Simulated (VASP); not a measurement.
Here is a VASP 6.6.1 calculation.

File INCAR:

```
PREC     = Accurate       # precision mode
ENCUT    = 520            # plane-wave cutoff, eV
EDIFF    = 1E-6           # SCF threshold, eV
ISMEAR   = 0              # smearing method
SIGMA    = 0.1            # smearing width, eV
LREAL    = F              # projectors in reciprocal space
LASPH    = T              # aspherical terms in the spheres
NELM     = 80             # most SCF steps
ALGO     = Normal         # electronic algorithm
ISIF     = 2              # what is computed and relaxed
LWAVE    = F              # write WAVECAR
LCHARG   = F              # write CHGCAR
LDIPOL   = T            
IDIPOL   = 3            
DIPOL    = 0.5 0.5 0.337
GGA      = PE             # functional
NBANDS   = 29             # bands
```

File KPOINTS:

```
regular mesh
0
Gamma
  10 7 1
```

The input POSCAR:

```
Ir4O
1.0
    2.7367600872      0.0000000000      0.0000000000
    0.0000000000      3.8703632323      0.0000000000
    0.0000000000      0.0000000000     19.4599433740
Ir O
4 1
Direct
    0.5000000000      0.5000000000      0.2055504440
    0.0000000000      0.0000000000      0.2758682253
    0.5000000000      0.5000000000      0.3454282602
    0.0000000000      0.0000000000      0.4090424736
    0.3333333333      0.5000000000      0.4470683859
```

Potentials or basis: VASP PAW PBE potentials, release 64 (Ir, O).

The run is started by

```sh
$ cat potpaw_PBE.64/Ir/POTCAR potpaw_PBE.64/O/POTCAR > POTCAR
$ mpirun -np 1 vasp_std > vasp.out
```

Q: What does it give for the largest force?

A: 2.236 eV/Å.

Q: Estimate the band gap on the k mesh.

A: Zero (band 21 reaches -0.11 eV, above the bottom of band 22 at -0.97 eV).

Forces on the atoms (eV/Å):
```
Ir   0.131  0.000  1.478
Ir  -0.479  0.000 -2.184
Ir  -0.174  0.000  0.039
Ir   0.888  0.000  0.556
O   -0.365  0.000  0.111
```

Caveat: spin-orbit coupling is left out, which moves the levels of the heavy elements.
